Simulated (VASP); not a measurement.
# Te (Im-3m) in VASP: further runs

Runs on Te. Level: LDA. Tasks: single point.

All numbers are computed with VASP 6.6.1; they aren't measurements. Logs are shortened: lines on timing, memory, paths and dates and some standing lists are left out, and cuts for length are marked.

### Step 1. The cell of the first run

The structure is cubic, space group Im-3m (No. 229). Conventional cell: a = 3.659 Å, b = 3.659 Å, c = 3.659 Å, α = 90.00°, β = 90.00°, γ = 90.00°. Te (site symmetry m-3m) has 14 Te at 3.17 to 3.66 Å within 4.2 Å.

This isn't the form of Te at room conditions, which is trigonal, of chains.

### Step 2. Single point, LDA (24.49 Å³/atom)

The input, INCAR:

```
SYSTEM = Te
ALGO     = Normal         ! electronic algorithm
EDIFF    = 1E-7           ! SCF threshold, eV
ENCUT    = 520            ! plane-wave cutoff, eV
ISIF     = 2              ! what is computed and relaxed
ISMEAR   = -1             ! smearing method
LASPH    = .True.         ! aspherical terms in the spheres
LCHARG   = .False.        ! write CHGCAR
LREAL    = .False.        ! projectors in reciprocal space
LWAVE    = .False.        ! write WAVECAR
NBANDS   = 9              ! bands
NELM     = 80             ! most SCF steps
PREC     = Accurate       ! precision mode
SIGMA    = 0.1            ! smearing width, eV
```

The input, KPOINTS:

```
k-points
0
Gamma
  13 13 13
  0 0 0
```

The input, POSCAR:

```
Te
1.0
   -1.8293420884      1.8293420884      1.8293420884
    1.8293420884     -1.8293420884      1.8293420884
    1.8293420884      1.8293420884     -1.8293420884
Te
1
Direct
    0.0000000000      0.0000000000      0.0000000000
```

Potentials or basis: VASP PAW LDA potentials, release 64 (Te).

Run with:

```
> cat potpaw_LDA.64/Te/POTCAR > POTCAR
> mpirun -np 1 vasp_std > vasp.out
```

OUTCAR:

```text
SYSTEM = Te
   EDIFF = 1E-7
   ENCUT = 520
   ISIF = 2
   ISMEAR = -1
   LASPH = .True.
   LREAL = .False.
   NELM = 80
   PREC = Accurate

 ion  position               nearest neighbor table
   1  0.000  0.000  0.000-

  LATTYP: Found a body centered cubic cell.
 ALAT       =     3.6586841768

  Lattice vectors:

 A1 = (  -1.8293420884,   1.8293420884,   1.8293420884)
 A2 = (   1.8293420884,  -1.8293420884,   1.8293420884)
 A3 = (   1.8293420884,   1.8293420884,  -1.8293420884)

Analysis of symmetry for initial positions (statically):
=====================================================================
 Subroutine PRICEL returns:
 Original cell was already a primitive cell.

 Routine SETGRP: Setting up the symmetry group for a
 body centered cubic supercell.

 Subroutine GETGRP returns: Found 48 space group operations
 (whereof 48 operations were pure point group operations)
 out of a pool of 48 trial point group operations.

The static configuration has the point symmetry O_h .

Analysis of symmetry for dynamics (positions and initial velocities):
=====================================================================
 Subroutine PRICEL returns:
 Original cell was already a primitive cell.

 Routine SETGRP: Setting up the symmetry group for a
 body centered cubic supercell.

 Subroutine GETGRP returns: Found 48 space group operations
 (whereof 48 operations were pure point group operations)
 out of a pool of 48 trial point group operations.

The dynamic configuration has the point symmetry O_h .

 Subroutine INISYM returns: Found 48 space group operations
 (whereof 48 operations are pure point group operations),
 and found     1 'primitive' translations

----------------------------------------------------------------------------------------

                                     Primitive cell

  volume of cell :      24.4875

  direct lattice vectors                    reciprocal lattice vectors
    -1.829342088  1.829342088  1.829342088     0.000000000  0.273322307  0.273322307
     1.829342088 -1.829342088  1.829342088     0.273322307  0.000000000  0.273322307
     1.829342088  1.829342088 -1.829342088     0.273322307  0.273322307  0.000000000

  length of vectors
     3.168513442  3.168513442  3.168513442     0.386536114  0.386536114  0.386536114

  position of ions in fractional coordinates (direct lattice)
     0.000000000  0.000000000  0.000000000

  ion indices of the primitive-cell ions
   primitive index   ion index
                 1           1
[... 70 lines left out ...]
   ENCUT  =  520.0 eV  38.22 Ry    6.18 a.u.   5.89  5.89  5.89*2*pi/ulx,y,z
   NELM   =     80;   NELMIN=  2; NELMDL= -5     # of ELM steps
   EDIFF  = 0.1E-06   stopping-criterion for ELM
   LREAL  =      F    real-space projection
   EDIFFG = 0.1E-05   stopping-criterion for IOM
   NSW    =      0    number of steps for IOM
   IBRION =     -1    ionic relax: 0-MD 1-quasi-New 2-CG
   NFREE  =      0    steps in history (QN), initial steepest desc. (CG)
   ISIF   =      2    stress and relaxation
   ISYM   =      2    0-nonsym 1-usesym 2-fastsym
   POTIM  = 0.5000    time-step for ionic-motion
   TEBEG  =    0.0;   TEEND  =   0.0 temperature during run
   PSTRESS=    0.0 pullay stress
   NELECT =       6.0000    total number of electrons
   NUPDOWN=      -1.0000    fix difference up-down
   EMIN   =  10.00;   EMAX   =-10.00  energy-range for DOS
   EFERMI =   0.00;   METHOD = LEGACY
   ISMEAR =    -1;   SIGMA  =   0.10  broadening in eV -4-tet -1-fermi 0-gaus
   EFERMI_NEDOS =   21; number of points for ismear=-14 and -15
   IALGO  =     38    algorithm
   IMIX   =      4    mixing-type and parameters
     AMIX     =   0.40;   BMIX     =  1.00
     AMIX_MAG =   1.60;   BMIX_MAG =  1.00
  volume/ion in A,a.u.               =      24.49       165.25
  Fermi-wavevector in a.u.,A,eV,Ry     =   1.024418  1.935868 14.278379  1.049431
  Thomas-Fermi vector in A             =   2.158203
   LORBIT       =      0    0 simple, 1 ext, 2 COOP (PROOUT), +10 PAW based schemes
   GGA     = CA    functional components
   LHFCALC =     F    Hartree Fock is set to
   AEXX    =    0.0000 exact exchange contribution
   IVDW    =     0    specifies the selected vdW correction
   LEPSILON=     F    determine dielectric tensor
   LRPA    =     F    only Hartree local field effects (RPA)
 non-spin polarized calculation
  energy-cutoff  :      520.00
  volume of cell :       24.49
 maximum number of plane-waves:       682
   NGX = 11   NGY = 11   NGZ = 11

 number of electron       5.9999999 magnetization

 Free energy of the ion-electron system (eV)
  ---------------------------------------------------
  ext. energy  EPLUGINS =         0.00000000
  ---------------------------------------------------
  free energy    TOTEN  =        -3.55421080 eV

  energy without entropy =       -3.53367036  energy(sigma->0) =       -3.54394058

 E-fermi :   9.9681     XC(G=0): -10.8927

 val. band max:        9.9394263271   @ k =   0.3077   0.1538   0.0769
 cond. band min:      10.0066957585   @ k =   0.0769   0.0769   0.0769
 fundamental gap:      0.0672694315
 Fermi energy:         9.9681422991

 k-point     1 :       0.0000    0.0000    0.0000
  band No.  band energies     occupation
      1      -5.2058      2.00000
      2      13.7814      0.00000
      3      13.7814      0.00000
      4      13.7814      0.00000
      5      20.1464      0.00000
      6      20.1464      0.00000
      7      20.1464      0.00000
      8      21.7686      0.00000
      9      21.8236      0.00000
[... 265 lines left out ...]
 k-point    24 :       0.2308    0.0769    0.0769
  band No.  band energies     occupation
      1      -3.0134      2.00000
      2       6.3764      2.00000
      3       9.8936      1.35650
      4      11.3232      0.00000
      5      18.1249      0.00000
      6      18.4794      0.00000
      7      22.0995      0.00000
      8      22.8698      0.00000
      9      24.1915      0.00000

 [... further k-points ...]
[... 5 lines left out ...]
  --------------------------------------------------------------------------------------
  -------------------------------------------------------------------------------------
  Total        1.0945190      1.0945190      1.0945190     -0.0000000     -0.0000000      0.0000000
  in kB       71.6125446     71.6125446     71.6125446     -0.0000000     -0.0000000      0.0000000
  external PRESSURE =      71.6125446 kB  Pullay stress =       0.0000000 kB

 VOLUME and BASIS-vectors are now :
 -----------------------------------------------------------------------------
  energy-cutoff  :      520.00
  volume of cell :       24.49
      direct lattice vectors                 reciprocal lattice vectors
    -1.829342088  1.829342088  1.829342088     0.000000000  0.273322307  0.273322307
     1.829342088 -1.829342088  1.829342088     0.273322307  0.000000000  0.273322307
     1.829342088  1.829342088 -1.829342088     0.273322307  0.273322307  0.000000000

 POSITION                                       TOTAL-FORCE (eV/Angst)
 -----------------------------------------------------------------------------------
      0.00000      0.00000      0.00000         0.000000      0.000000      0.000000
 -----------------------------------------------------------------------------------
    total drift:                                0.000000      0.000000      0.000000

  FREE ENERGIE OF THE ION-ELECTRON SYSTEM (eV)
  ---------------------------------------------------
  free  energy   TOTEN  =        -3.5542108028 eV

  energy  without entropy=       -3.5336703624  energy(sigma->0) =       -3.54394058
```

OSZICAR:

```text
N       E                     dE             d eps       ncg     rms          rms(c)
DAV:   1     0.104212602633E+02    0.10421E+02   -0.23918E+03  1512   0.521E+02
DAV:   2    -0.325464503554E+01   -0.13676E+02   -0.13280E+02  2080   0.720E+01
DAV:   3    -0.355621035184E+01   -0.30157E+00   -0.29721E+00  1857   0.104E+01
DAV:   4    -0.355771522621E+01   -0.15049E-02   -0.15047E-02  2137   0.893E-01
DAV:   5    -0.355772249094E+01   -0.72647E-05   -0.72645E-05  1870   0.471E-02    0.854E+00
DAV:   6    -0.355542726956E+01    0.22952E-02   -0.86886E-04  1801   0.135E-01    0.520E+00
DAV:   7    -0.355421728882E+01    0.12100E-02   -0.18268E-03  1667   0.193E-01    0.129E-01
DAV:   8    -0.355421116014E+01    0.61287E-05   -0.45364E-05  1749   0.438E-02    0.368E-02
DAV:   9    -0.355421095549E+01    0.20465E-06   -0.31589E-06  2076   0.938E-03    0.120E-02
DAV:  10    -0.355421080185E+01    0.15363E-06   -0.26220E-07  1765   0.277E-03    0.630E-03
DAV:  11    -0.355421080280E+01   -0.94474E-09   -0.76511E-09   947   0.731E-04
   1 F= -.35542108E+01 E0= -.35439406E+01  d E =-.205404E-01
```

It took 18 s on 1 thread of Intel Xeon 8259CL, shared host; peak memory 0.14 GiB.

Results:

| Property | Result |
| --- | --- |
| Free energy | -3.5542 eV |
| Pressure | 7.2 GPa |
| Band gap on the k mesh | zero (bands 3 and 4 overlap by 7.46 eV) |

Levels at points of the mesh, in eV from the Fermi level:
```csv
k point,band 1,band 2,band 3,band 4,band 5,band 6
"(0.00, 0.00, 0.00)",-15.17,3.81,3.81,3.81,10.18,10.18
```

Caveat: the cell stands under pressure; spin-orbit coupling is left out, which moves the levels of the heavy elements.

### Step 3. Single point, LDA (25.55 Å³/atom)

This run uses another cell than the first one, of 25.55 Å³/atom.

The input, INCAR:

```
SYSTEM = Te
PREC = Accurate
ENCUT = 520
EDIFF = 1E-6
ISMEAR = -1
SIGMA = 0.1
LREAL = .FALSE.
LASPH = .TRUE.
NELM = 100
ALGO = Normal
ISIF = 2
LWAVE = .FALSE.
LCHARG = .FALSE.
GGA = CA
NBANDS = 9
```

The input, KPOINTS:

```
regular mesh
0
G
  13 13 13
  0 0 0
```

The input, POSCAR:

```
Te
1.0
   -1.8554790781      1.8554790781      1.8554790781
    1.8554790781     -1.8554790781      1.8554790781
    1.8554790781      1.8554790781     -1.8554790781
Te
1
Direct
    0.0000000000      0.0000000000      0.0000000000
```

Potentials or basis: VASP PAW LDA potentials, release 64 (Te).

Run with:

```
> cat potpaw_LDA.64/Te/POTCAR > POTCAR
> mpirun -np 1 vasp_std > vasp.out
```

It took 18 s on 1 thread of Intel Xeon 8259CL, shared host; peak memory 0.14 GiB.

It converged, with:

* Free energy: -3.5883 eV
* Pressure: 3.2 GPa
* Band gap on the k mesh: zero (bands 3 and 4 overlap by 6.99 eV)

Levels at points of the mesh, in eV from the Fermi level:
```
           k point  band 1  band 2  band 3  band 4  band 5  band 6  band 7  band 8
(0.00, 0.00, 0.00)  -14.79    3.54    3.54    3.54   10.07   10.07   10.07   11.17
```

Caveat: the cell stands under pressure; spin-orbit coupling is left out, which moves the levels of the heavy elements.

### Step 4. Single point, LDA (26.62 Å³/atom)

This run uses another cell than the first one, of 26.62 Å³/atom.

The input, INCAR:

```
ALGO = Normal
EDIFF = 1E-7
ENCUT = 520
ISIF = 2
ISMEAR = -1
LASPH = True
LCHARG = True
LELF = True
LREAL = False
LVHAR = True
LWAVE = False
NBANDS = 9
NELM = 80
PREC = Accurate
SIGMA = 0.1
```

The input, KPOINTS:

```
k-points
0
Gamma
  13 13 13
```

The input, POSCAR:

```
Te
1.0
   -1.8808997586      1.8808997586      1.8808997586
    1.8808997586     -1.8808997586      1.8808997586
    1.8808997586      1.8808997586     -1.8808997586
Te
1
Direct
    0.0000000000      0.0000000000      0.0000000000
```

Run with:

```
> cat potpaw_LDA.64/Te/POTCAR > POTCAR
> mpirun -np 1 vasp_std > vasp.out
```

Wall time 22 s (1 thread of Intel Xeon 8259CL, shared host); peak memory 0.14 GiB.

Results (log left out):

| Quantity | Value |
| --- | --- |
| Free energy | -3.5989 eV |
| Pressure | 0.1 GPa |
| Band gap on the k mesh | zero (bands 3 and 4 overlap by 6.55 eV) |

Levels at points of the mesh, in eV from the Fermi level:
| k point | band 1 | band 2 | band 3 | band 4 | band 5 | band 6 | band 7 |
| --- | --- | --- | --- | --- | --- | --- | --- |
| (0.00, 0.00, 0.00) | -14.44 | 3.29 | 3.29 | 3.29 | 9.97 | 9.97 | 9.97 |

Caveat: spin-orbit coupling is left out, which moves the levels of the heavy elements.

### Step 5. Single point, LDA (27.68 Å³/atom)

This run uses another cell than the first one, of 27.68 Å³/atom.

The input, INCAR:

```
PREC     = Accurate       # precision mode
ENCUT    = 520            # plane-wave cutoff, eV
EDIFF    = 1E-6           # SCF threshold, eV
ISMEAR   = -1             # smearing method
SIGMA    = 0.1            # smearing width, eV
LREAL    = False          # projectors in reciprocal space
LASPH    = True           # aspherical terms in the spheres
NELM     = 100            # most SCF steps
ALGO     = Normal         # electronic algorithm
ISIF     = 2              # what is computed and relaxed
LWAVE    = False          # write WAVECAR
LCHARG   = True           # write CHGCAR
GGA      = CA             # functional
LELF     = True           # ELF
LVHAR    = True         
NBANDS   = 9              # bands
```

The input, KPOINTS:

```
Automatic mesh
0
Gamma
  13 13 13
```

The input, POSCAR:

```
Te
1.0
   -1.9056512780      1.9056512780      1.9056512780
    1.9056512780     -1.9056512780      1.9056512780
    1.9056512780      1.9056512780     -1.9056512780
Te
1
Direct
    0.0000000000      0.0000000000      0.0000000000
```

Run with:

```
> cat potpaw_LDA.64/Te/POTCAR > POTCAR
> mpirun -np 1 vasp_std > vasp.out
```

It took 34 s on 1 thread of Intel Xeon 8259CL, shared host; peak memory 0.15 GiB.

It converged, with:

```yaml
Free_energy: -3.5908 eV
Pressure: -2.4 GPa
Band_gap_on_the_k_mesh: zero (bands 3 and 4 overlap by 6.16 eV)
```

Levels at points of the mesh, in eV from the Fermi level:
```csv
k point,band 1,band 2,band 3,band 4,band 5,band 6
"(0.00, 0.00, 0.00)",-14.12,3.07,3.07,3.07,9.88,9.88
```

Caveat: spin-orbit coupling is left out, which moves the levels of the heavy elements.

### Step 6. Single point, LDA (28.75 Å³/atom)

This run uses another cell than the first one, of 28.75 Å³/atom.

The input, INCAR:

```
SYSTEM = Te
ALGO = Normal
EDIFF = 1E-6
ENCUT = 520
ISIF = 2
ISMEAR = -1
LASPH = .True.
LCHARG = .True.
LELF = .True.
LREAL = .False.
LVHAR = .True.
LWAVE = .False.
NBANDS = 9
NELM = 60
PREC = Accurate
SIGMA = 0.1
```

The input, KPOINTS:

```
k-points
0
Gamma
  13 13 13
  0 0 0
```

The input, POSCAR:

```
Te
1.0
   -1.9297760072      1.9297760072      1.9297760072
    1.9297760072     -1.9297760072      1.9297760072
    1.9297760072      1.9297760072     -1.9297760072
Te
1
Direct
    0.0000000000      0.0000000000      0.0000000000
```

Potentials or basis: VASP PAW LDA potentials, release 64 (Te).

Run with:

```
> cat potpaw_LDA.64/Te/POTCAR > POTCAR
> mpirun -np 1 vasp_std > vasp.out
```

Run time: 36 s. Hardware: 1 thread of Intel Xeon 8259CL, shared host; peak memory 0.15 GiB.

The run converged. Its results:

* Free energy: -3.5680 eV
* Pressure: -4.4 GPa
* Band gap on the k mesh: zero (bands 3 and 4 overlap by 5.79 eV)

Levels at points of the mesh, in eV from the Fermi level:
```csv
k point,band 1,band 2,band 3,band 4,band 5,band 6,band 7
"(0.00, 0.00, 0.00)",-13.82,2.86,2.86,2.86,9.61,9.79,9.79
```

Caveat: the cell stands under tension; spin-orbit coupling is left out, which moves the levels of the heavy elements.

### Step 7. Overview

| cell | gap on the mesh (eV) | pressure (GPa) |
| --- | --- | --- |
| a = 3.169 Å, angles 109.5°, 1 atom | none | 7.2 |
| a = 3.214 Å, angles 109.5°, 1 atom | none | 3.2 |
| a = 3.258 Å, angles 109.5°, 1 atom | none | 0.1 |
| a = 3.301 Å, angles 109.5°, 1 atom | none | -2.4 |
| a = 3.342 Å, angles 109.5°, 1 atom | none | -4.4 |

Alike in all rows: task single point; level LDA; potentials or basis VASP PAW LDA potentials, release 64 (Te); no spin polarisation; k mesh 13 × 13 × 13; cutoff (eV) 520; smearing fermi-dirac 0.1 eV.

Caveats: spin-orbit coupling is left out, which moves the levels of the heavy elements; the cell stands under pressure (at least some runs); the cell stands under tension (at least some runs).

Total energies depend on the potentials used, so only differences within one code and one set of settings carry meaning.
